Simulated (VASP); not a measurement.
Set up this calculation in VASP 6.6.1, as the native input.

- Task: single point
- Functional: LDA
- Potentials or basis: VASP PAW LDA potentials, release 64 (F, Li_sv)
- Cutoff: 520 eV
- k mesh: 11 × 11 × 11
- Occupations: fermi-dirac, width 0.05 eV
- Spin: no spin polarisation
- Dipole correction: no
- Further INCAR settings: ALGO = Normal; EDIFF = 1e-07; NBANDS = 12

The structure of LiF (Griceite) lies in POSCAR:

```
LiF
1.0
    0.0000000000      2.0273381371      2.0273381371
    2.0273381371      0.0000000000      2.0273381371
    2.0273381371      2.0273381371      0.0000000000
F Li
1 1
Direct
    0.5000000000      0.5000000000      0.5000000000
    0.0000000000      0.0000000000      0.0000000000
```

This cell differs from its parent crystal: volume scaled by 1.02.

These files were run (other wordings do the same):

INCAR

```
PREC = Accurate
ENCUT = 520
EDIFF = 1E-7
ISMEAR = -1
SIGMA = 0.05
LREAL = False
LASPH = True
NELM = 100
ALGO = Normal
ISIF = 2
LWAVE = False
LCHARG = False
NBANDS = 12
```

KPOINTS

```
Automatic mesh
0
Gamma
  11 11 11
```

Potentials or basis: VASP PAW LDA potentials, release 64 (F, Li_sv).

Run with:

```bash
$ cat potpaw_LDA.64/F/POTCAR potpaw_LDA.64/Li_sv/POTCAR > POTCAR
$ mpirun -np 1 vasp_std > vasp.out
```

It gave:

```json
{"Band gap on the k mesh": "8.66 eV, direct"}
```

It took 12 s on 1 thread of Intel Xeon 8259CL, on a shared host, peak memory 0.12 GiB.
